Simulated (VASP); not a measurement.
# Bi (Cmce) in VASP: further runs

The runs below take Bi through single point, relaxation of cell and atoms, with PBEsol.

Everything below comes from runs of VASP 6.6.1. Logs are shortened: lines on timing, memory, paths and dates and some standing lists are left out, and cuts for length are marked.

## (1) The cell of the first run

It takes space group Cmce (No. 64, orthorhombic). The conventional cell has a = 6.864 Å, b = 4.536 Å, c = 9.253 Å, α = 90.00°, β = 90.00°, γ = 90.00°. Within 3.4 Å of Bi (site symmetry m) lie 3 Bi at 2.56 to 3.35 Å.

## (2) Single point, PBEsol

File INCAR:

```
PREC = Accurate ; ENCUT = 520
EDIFF = 1E-6 ; ISMEAR = 0
SIGMA = 0.1 ; LREAL = False
LASPH = True ; NELM = 100
ALGO = Fast ; ISIF = 2
LWAVE = False ; LCHARG = False
GGA = PS ; NBANDS = 38
```

File KPOINTS:

```
Automatic mesh
0
Gamma
  6 6 2
```

File POSCAR:

```
Bi
1.0
    3.4319261452     -2.2682406431      0.0000000000
    3.4319261452      2.2682406431      0.0000000000
    0.0000000000      0.0000000000      9.2527188696
Bi
4
Direct
    0.8500000000      0.1500000000      0.1170000000
    0.6500000000      0.3500000000      0.6170000000
    0.1500000000      0.8500000000      0.8830000000
    0.3500000000      0.6500000000      0.3830000000
```

Potentials or basis: VASP PAW PBE potentials, release 64 (Bi_d).

Launch:

```console
$ cat potpaw_PBE.64/Bi_d/POTCAR > POTCAR
$ mpirun -np 1 vasp_std > vasp.out
```

OUTCAR:

```text
PREC = Accurate
   ENCUT = 520
   EDIFF = 1E-6
   ISMEAR = 0
   LREAL = False
   LASPH = True
   NELM = 100
   ISIF = 2
   GGA = PS

 ion  position               nearest neighbor table
   1  0.850  0.150  0.117-   3 2.56   4 3.35   4 3.35   3 3.84
   2  0.650  0.350  0.617-   4 2.56   3 3.35   3 3.35   4 3.84
   3  0.150  0.850  0.883-   1 2.56   2 3.35   2 3.35   1 3.84
   4  0.350  0.650  0.383-   2 2.56   1 3.35   1 3.35   2 3.84

  LATTYP: Found a base centered orthorhombic cell.
 ALAT       =     4.5364812862
 B/A-ratio  =     1.5130344109
 C/A-ratio  =     2.0396246090

  Lattice vectors:

 A1 = (  -3.4319261452,  -2.2682406431,   0.0000000000)
 A2 = (   3.4319261452,  -2.2682406431,   0.0000000000)
 A3 = (   0.0000000000,   0.0000000000,   9.2527188696)

Analysis of symmetry for initial positions (statically):
=====================================================================
 Subroutine PRICEL returns:
 Original cell was already a primitive cell.

 Routine SETGRP: Setting up the symmetry group for a
 base centered orthorhombic supercell.

 Subroutine GETGRP returns: Found  8 space group operations
 (whereof  4 operations were pure point group operations)
 out of a pool of  8 trial point group operations.

The static configuration has the point symmetry C_2h.
 The point group associated with its full space group is D_2h.

Analysis of symmetry for dynamics (positions and initial velocities):
=====================================================================
 Subroutine PRICEL returns:
 Original cell was already a primitive cell.

 Routine SETGRP: Setting up the symmetry group for a
 base centered orthorhombic supercell.

 Subroutine GETGRP returns: Found  8 space group operations
 (whereof  4 operations were pure point group operations)
 out of a pool of  8 trial point group operations.

The dynamic configuration has the point symmetry C_2h.
 The point group associated with its full space group is D_2h.

 Subroutine INISYM returns: Found  8 space group operations
 (whereof  4 operations are pure point group operations),
 and found     1 'primitive' translations

----------------------------------------------------------------------------------------

                                     Primitive cell

  volume of cell :     144.0544

  direct lattice vectors                    reciprocal lattice vectors
     3.431926145 -2.268240643  0.000000000     0.145690781 -0.220435165  0.000000000
     3.431926145  2.268240643  0.000000000     0.145690781  0.220435165  0.000000000
     0.000000000  0.000000000  9.252718870     0.000000000  0.000000000  0.108076341

  length of vectors
     4.113761379  4.113761379  9.252718870     0.264229948  0.264229948  0.108076341

  position of ions in fractional coordinates (direct lattice)
     0.850000000  0.150000000  0.117000000
     0.650000000  0.350000000  0.617000000
     0.150000000  0.850000000  0.883000000
     0.350000000  0.650000000  0.383000000

  ion indices of the primitive-cell ions
   primitive index   ion index
                 1           1
                 2           2
                 3           3
                 4           4

----------------------------------------------------------------------------------------

 KPOINTS: Automatic mesh

Automatic generation of k-mesh.
 Grid dimensions read from file:
 generate k-points for:    6    6    2

 Generating k-lattice:

  Cartesian coordinates                     Fractional coordinates (reciprocal lattice)
     0.024281797 -0.036739194  0.000000000     0.166666667  0.000000000  0.000000000
     0.024281797  0.036739194  0.000000000     0.000000000  0.166666667  0.000000000
     0.000000000  0.000000000  0.054038171     0.000000000  0.000000000  0.500000000

  Length of vectors
     0.044038325  0.044038325  0.054038171

  Shift w.r.t. Gamma in fractional coordinates (k-lattice)
     0.000000000  0.000000000  0.000000000

 Subroutine IBZKPT returns following result:
 ===========================================

 Found     26 irreducible k-points:

 Following reciprocal coordinates:
            Coordinates               Weight
  0.000000  0.000000  0.000000      1.000000
  0.166667 -0.000000  0.000000      4.000000
  0.333333 -0.000000  0.000000      4.000000
  0.500000 -0.000000  0.000000      2.000000
  0.166667  0.166667  0.000000      2.000000
  0.333333  0.166667  0.000000      4.000000
[... 16 lines left out ...]
  0.333333  0.333333  0.500000      2.000000
  0.500000  0.333333  0.500000      4.000000
 [... further k-points ...]
   k-points           NKPTS =     26   k-points in BZ     NKDIM =     26   number of bands    NBANDS=     38
   number of dos      NEDOS =    301   number of ions     NIONS =      4
   total plane-waves  NPLWV =  71680
   dimension x,y,z NGX =    32 NGY =   32 NGZ =   70
   dimension x,y,z NGXF=    64 NGYF=   64 NGZF=  140
   ions per type =               4
   NGX,Y,Z   is equivalent  to a cutoff of  12.93, 12.93, 12.58 a.u.
   NGXF,Y,Z  is equivalent  to a cutoff of  25.86, 25.86, 25.15 a.u.
 SYSTEM =  unknown system
   PREC   = accura    normal or accurate (medium, high low for compatibility)
   ISTART =      0    job   : 0-new  1-cont  2-samecut
   ICHARG =      2    charge: 1-file 2-atom 10-const
   ISPIN  =      1    spin polarized calculation?
   LNONCOLLINEAR =      F non collinear calculations
   LSORBIT =      F    spin-orbit coupling
   LASPH  =      T    aspherical Exc in radial PAW
   ENCUT  =  520.0 eV  38.22 Ry    6.18 a.u.   7.65  7.65 17.20*2*pi/ulx,y,z
   NELM   =    100;   NELMIN=  2; NELMDL= -5     # of ELM steps
   EDIFF  = 0.1E-05   stopping-criterion for ELM
   LREAL  =      F    real-space projection
[... 7 lines left out ...]
   TEBEG  =    0.0;   TEEND  =   0.0 temperature during run
   PSTRESS=    0.0 pullay stress
   NELECT =      60.0000    total number of electrons
   NUPDOWN=      -1.0000    fix difference up-down
   EMIN   =  10.00;   EMAX   =-10.00  energy-range for DOS
   EFERMI =   0.00;   METHOD = LEGACY
   ISMEAR =     0;   SIGMA  =   0.10  broadening in eV -4-tet -1-fermi 0-gaus
   EFERMI_NEDOS =   21; number of points for ismear=-14 and -15
   IALGO  =     68    algorithm
   IMIX   =      4    mixing-type and parameters
     AMIX     =   0.40;   BMIX     =  1.00
     AMIX_MAG =   1.60;   BMIX_MAG =  1.00
  volume/ion in A,a.u.               =      36.01       243.03
  Fermi-wavevector in a.u.,A,eV,Ry     =   1.222596  2.310372 20.337198  1.494742
  Thomas-Fermi vector in A             =   2.357737
   LORBIT       =      0    0 simple, 1 ext, 2 COOP (PROOUT), +10 PAW based schemes
   GGA     = PS    functional components
   LHFCALC =     F    Hartree Fock is set to
   AEXX    =    0.0000 exact exchange contribution
   IVDW    =     0    specifies the selected vdW correction
   LEPSILON=     F    determine dielectric tensor
   LRPA    =     F    only Hartree local field effects (RPA)
 non-spin polarized calculation
 RMM-DIIS sequential band-by-band and
 Gauss-broadening in eV      SIGMA  =   0.10
  energy-cutoff  :      520.00
  volume of cell :      144.05
 maximum number of plane-waves:      3918
 NGX is ok and might be reduce to    32
   NGX = 15   NGY = 15   NGZ = 35

 number of electron      59.9999985 magnetization

 Free energy of the ion-electron system (eV)
  ---------------------------------------------------
  ext. energy  EPLUGINS =         0.00000000
  ---------------------------------------------------
  free energy    TOTEN  =       -13.91737413 eV

  energy without entropy =      -13.90193039  energy(sigma->0) =      -13.90965226

 E-fermi :   5.8964     XC(G=0):  -9.6182

 val. band max:        5.8851291277   @ k =   0.5000   0.3333   0.5000
 cond. band min:       5.9100936678   @ k =   0.5000   0.5000   0.0000
 fundamental gap:      0.0249645401
 Fermi energy:         5.8963999245

 k-point     1 :       0.0000    0.0000    0.0000
  band No.  band energies     occupation
      1     -17.5893      2.00000
      2     -17.5191      2.00000
      3     -17.1269      2.00000
      4     -17.0850      2.00000
      5     -17.0820      2.00000
      6     -17.0440      2.00000
[... 30 lines left out ...]
     37      11.4282      0.00000
     38      12.1103      0.00000

 k-point     2 :       0.1667   -0.0000    0.0000
  band No.  band energies     occupation
      1     -17.5834      2.00000
      2     -17.5233      2.00000
      3     -17.1184      2.00000
      4     -17.0856      2.00000
      5     -17.0823      2.00000
      6     -17.0462      2.00000
[... 30 lines left out ...]
     37      11.4903      0.00000
     38      11.5671      0.00000

 k-point     3 :       0.3333   -0.0000    0.0000
  band No.  band energies     occupation
      1     -17.5686      2.00000
      2     -17.5348      2.00000
      3     -17.0971      2.00000
      4     -17.0866      2.00000
      5     -17.0839      2.00000
      6     -17.0549      2.00000
[... 30 lines left out ...]
     37      11.8201      0.00000
     38      11.8286      0.00000

 k-point     4 :       0.5000   -0.0000    0.0000
  band No.  band energies     occupation
      1     -17.5509      2.00000
      2     -17.5509      2.00000
      3     -17.0861      2.00000
      4     -17.0861      2.00000
      5     -17.0728      2.00000
      6     -17.0728      2.00000
[... 30 lines left out ...]
     37      12.7784      0.00000
     38      12.7927      0.00000
[... 703 lines left out ...]
      4     -17.0848      2.00000
      5     -17.0776      2.00000
      6     -17.0776      2.00000
[... 30 lines left out ...]
     37      12.4505      0.00000
     38      12.4797      0.00000

 k-point    23 :       0.3333    0.3333    0.5000
  band No.  band energies     occupation
      1     -17.5555      2.00000
      2     -17.5555      2.00000
      3     -17.0889      2.00000
      4     -17.0889      2.00000
      5     -17.0844      2.00000
      6     -17.0844      2.00000
[... 30 lines left out ...]
     37      11.6325      0.00000
     38      11.6325      0.00000

 k-point    24 :       0.5000    0.3333    0.5000
  band No.  band energies     occupation
      1     -17.5544      2.00000
      2     -17.5544      2.00000
      3     -17.0858      2.00000
      4     -17.0858      2.00000
      5     -17.0847      2.00000
      6     -17.0847      2.00000
[... 30 lines left out ...]
     37      12.2578      0.00000
     38      12.2578      0.00000

 [... further k-points ...]

------------------------ aborting loop because EDIFF is reached ----------------------------------------

  FORCE on cell =-STRESS in cart. coord.  units (eV):
  Direction    XX          YY          ZZ          XY          YZ          ZX
  --------------------------------------------------------------------------------------
  -------------------------------------------------------------------------------------
  Total       -3.3071693      3.1365883     13.0485980      0.0000000      0.0000000      0.0000000
  in kB      -36.7824440     34.8852372    145.1269310      0.0000000      0.0000000      0.0000000
  external PRESSURE =      47.7432414 kB  Pullay stress =       0.0000000 kB

 VOLUME and BASIS-vectors are now :
 -----------------------------------------------------------------------------
  energy-cutoff  :      520.00
  volume of cell :      144.05
      direct lattice vectors                 reciprocal lattice vectors
     3.431926145 -2.268240643  0.000000000     0.145690781 -0.220435165  0.000000000
     3.431926145  2.268240643  0.000000000     0.145690781  0.220435165  0.000000000
     0.000000000  0.000000000  9.252718870     0.000000000  0.000000000  0.108076341

 POSITION                                       TOTAL-FORCE (eV/Angst)
 -----------------------------------------------------------------------------------
      3.43193     -1.58777      1.08257         0.000000      2.247062      3.406468
      3.43193     -0.68047      5.70893         0.000000     -2.247062      3.406468
      3.43193      1.58777      8.17015         0.000000     -2.247062     -3.406468
      3.43193      0.68047      3.54379         0.000000      2.247062     -3.406468
 -----------------------------------------------------------------------------------
    total drift:                                0.000000     -0.000000     -0.000000

  FREE ENERGIE OF THE ION-ELECTRON SYSTEM (eV)
  ---------------------------------------------------
  free  energy   TOTEN  =       -13.9173741344 eV

  energy  without entropy=      -13.9019303881  energy(sigma->0) =      -13.90965226
```

Run time: 1.8 min. Hardware: 1 thread of Intel Xeon 6975P-C (Granite Rapids), shared host; peak memory 0.3 GiB.

What came out:

- Free energy: -13.9174 eV
- Pressure: 4.8 GPa
- Largest force: 4.081 eV/Å
- Band gap on the k mesh: zero (bands 30 and 31 overlap by 1.96 eV)

Forces in eV/Å, atoms in the order of the input:
```
Bi   0.000  2.247  3.406
Bi   0.000 -2.247  3.406
Bi   0.000 -2.247 -3.406
Bi   0.000  2.247 -3.406
```

Stress tensor (GPa, compression positive):
```
-3.68  0.00  0.00
 0.00  3.49  0.00
 0.00  0.00 14.51
```

Caveat: the stress differs along the axes, from -4 to 15 GPa; the PAW data sets were made with another functional, which shifts forces and pressure a little; spin-orbit coupling is left out, which moves the levels of the heavy elements.

## (3) Relaxation of cell and atoms, PBEsol

File INCAR:

```
ALGO = Normal
EDIFF = 1E-6
EDIFFG = -0.04
ENCUT = 600
GGA = PS
IBRION = 2
ISIF = 3
ISMEAR = 0
LASPH = T
LCHARG = F
LREAL = F
LWAVE = F
NELM = 80
NSW = 90
PREC = Accurate
SIGMA = 0.1
```

File KPOINTS:

```
k-points
0
Gamma
  4 4 2
```

POSCAR is that of step 2.

Potentials or basis: VASP PAW PBE potentials, release 64 (Bi_d).

Launch:

```console
$ cat potpaw_PBE.64/Bi_d/POTCAR > POTCAR
$ mpirun -np 1 vasp_std > vasp.out
```

Run time: 18 min. Hardware: 1 thread of Intel Xeon 6975P-C (Granite Rapids), shared host; peak memory 0.35 GiB.

The run converged. Its results:

```
Free energy                           : -16.9523 eV
Relaxed volume                        : 30.23 Å³/atom
Relaxed cell                          : a = 3.557 Å, b = 3.557 Å, c = 9.801 Å, α = 90.00°, β = 90.00°, γ = 77.21°
Space group after relaxing (to 0.1 Å) : Fmmm (No. 69)
Energy gained by relaxing             : 770.0 meV/atom
Ionic steps                           : 24
Pressure after relaxing               : 0.0 GPa
Largest force after relaxing          : 0.012 eV/Å
Band gap on the k mesh                : zero (bands 30 and 31 overlap by 3.16 eV)
```

Forces in eV/Å, atoms in the order of the input:
```
Bi   0.000  0.007  0.010
Bi   0.000 -0.007  0.010
Bi   0.000 -0.007 -0.010
Bi   0.000  0.007 -0.010
```

Stress tensor (GPa, compression positive):
```
 0.10  0.00  0.00
 0.00 -0.18  0.00
 0.00  0.00  0.02
```

Step by step:
| step | energy change (eV) | largest force (eV/Å) | pressure (GPa) | volume (Å³) |
| --- | --- | --- | --- | --- |
| 1 | 0.0000 | 4.4290 | 4.89 | 144.05 |
| 2 | -1.3882 | 0.3856 | -7.39 | 166.70 |
| 3 | -1.5389 | 0.7230 | -5.58 | 158.32 |
| 4 | -2.4431 | 0.2875 | -2.07 | 134.95 |
| 5 | -2.5364 | 0.4774 | 0.39 | 127.97 |
| 6 | -2.5378 | 0.5120 | 0.70 | 127.23 |
| 7 | -2.6974 | 0.6133 | 0.76 | 124.93 |
| 8 | -2.7309 | 0.5542 | 1.01 | 123.58 |
| 9 | -2.7320 | 0.5351 | 1.10 | 123.19 |
| 10 | -2.7860 | 0.2672 | -1.17 | 127.08 |
| 11 | -2.7866 | 0.2458 | -1.36 | 127.50 |
| 12 | -2.8370 | 0.2301 | -1.02 | 125.98 |
| 13 | -2.8762 | 0.2549 | -0.41 | 123.79 |
| 14 | -2.8667 | 0.6185 | 1.40 | 119.30 |
| 15 | -2.8848 | 0.3216 | 0.01 | 122.25 |
| 16 | -2.9121 | 0.3278 | 0.08 | 121.72 |
| 17 | -2.9972 | 0.2786 | 0.43 | 120.13 |
| 18 | -3.0539 | 0.0640 | 2.05 | 116.94 |
| 19 | -3.0565 | 0.0982 | 1.61 | 117.57 |
| 20 | -3.0748 | 0.0537 | 0.63 | 119.46 |
| 21 | -3.0779 | 0.0479 | 0.13 | 120.54 |
| 22 | -3.0780 | 0.0488 | 0.08 | 120.65 |
| 23 | -3.0787 | 0.0385 | 0.07 | 120.72 |
| 24 | -3.0800 | 0.0118 | -0.02 | 120.93 |

Final structure:
```
Bi
1.0
     2.77967   -2.21955    0.00000
     2.77967    2.21955    0.00000
     0.00000    0.00000    9.80059
Bi
4
Direct
  0.75053 0.24947 0.12486
  0.74947 0.25053 0.62486
  0.24947 0.75053 0.87514
  0.25053 0.74947 0.37514
```

Levels at points of the mesh, in eV from the Fermi level:
```csv
k point,band 27,band 28,band 29,band 30,band 31,band 32,band 33,band 34
"(0.00, 0.00, 0.00)",0.13,0.14,1.20,1.56,1.58,2.63,2.64,4.00
"(0.50, 0.00, 0.00)",-2.81,-2.81,-1.20,-1.20,1.76,1.76,2.16,2.16
"(0.50, 0.50, 0.00)",-3.65,-3.64,-1.91,-1.89,-1.39,-0.93,-0.93,-0.33
"(0.00, 0.00, 0.50)",0.11,0.11,1.58,1.58,3.23,3.23,3.62,3.62
"(0.50, 0.00, 0.50)",-4.59,-4.59,0.94,0.94,0.94,0.94,2.77,2.77
"(0.50, 0.50, 0.50)",-3.29,-3.29,-1.73,-1.73,-1.49,-1.49,0.09,0.09
```

Caveat: the k points lie up to 0.45 Å⁻¹ apart in the final cell, too coarse for converged energies and pressures of a metal; the volume moved by over 15 % at a fixed basis, so the end points are rough; the PAW data sets were made with another functional, which shifts forces and pressure a little; spin-orbit coupling is left out, which moves the levels of the heavy elements.

The gap in the log of VASP goes by the Fermi energy; the results here count the filled bands.